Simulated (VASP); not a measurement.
Input of a VASP 6.6.1 run:

File INCAR:

```
PREC     = Accurate       # precision mode
ENCUT    = 520            # plane-wave cutoff, eV
EDIFF    = 1E-7           # SCF threshold, eV
ISMEAR   = -5             # smearing method
SIGMA    = 0.1            # smearing width, eV
LREAL    = False          # projectors in reciprocal space
LASPH    = True           # aspherical terms in the spheres
NELM     = 150            # most SCF steps
ALGO     = Normal         # electronic algorithm
ISIF     = 2              # what is computed and relaxed
LWAVE    = False          # write WAVECAR
LCHARG   = True           # write CHGCAR
LMAXMIX  = 4              # l up to which the mixer works
LDAU     = True           # DFT+U
LDAUTYPE = 2            
LDAUL    = 2 -1 -1 2      # shell
LDAUU    = 3.8 0 0 5.9    # U, eV
LDAUJ    = 0 0 0 0      
LDAUPRINT= 1            
GGA      = PE             # functional
LELF     = True           # ELF
LVHAR    = True         
NBANDS   = 31             # bands
```

KPOINTS

```
Automatic mesh
0
Gamma
  6 6 6
```

POSCAR

```
VB2Ir2F
1.0
    0.0000000000      3.5755120200      0.0000000000
    3.5755120200      0.0000000000      0.0000000000
    1.7877555100      1.7877555100     -4.8105450600
Ir F B V
2 1 2 1
Direct
    0.7500000000      0.2500000000      0.5000000000
    0.2500000000      0.7500000000      0.5000000000
    0.0000000000      0.0000000000      0.0000000000
    0.1450000000      0.1450000000      0.7100000000
    0.8550000000      0.8550000000      0.2900000000
    0.5000000000      0.5000000000      0.0000000000
```

Potentials or basis: VASP PAW PBE potentials, release 64 (Ir, F, B, V_sv).

The run is started by

```bash
$ cat potpaw_PBE.64/Ir/POTCAR potpaw_PBE.64/F/POTCAR potpaw_PBE.64/B/POTCAR potpaw_PBE.64/V_sv/POTCAR > POTCAR
$ mpirun -np 1 vasp_std > vasp.out
```

**Question.** Estimate the largest force.

**Answer.** 3.532 eV/Å.

**Question.** What does it give for the pressure?

**Answer.** 46.7 GPa.

**Question.** Predict the band gap on the k mesh.

**Answer.** Zero (bands 22 and 23 overlap by 1.13 eV).

Stress tensor (GPa, compression positive):
```
55.31  0.00  0.00
 0.00 55.31  0.00
 0.00  0.00 29.42
```

Caveat: the stress differs along the axes, from 29 to 55 GPa; spin-orbit coupling is left out, which moves the levels of the heavy elements; the run has no spin polarisation, though such a crystal can be magnetic; U without spin polarisation on a metal has little footing; forces of over 1 eV/Å act on the atoms, so gaps and moduli don't describe the material at rest; tetrahedron occupations give inexact forces and stress in metals.
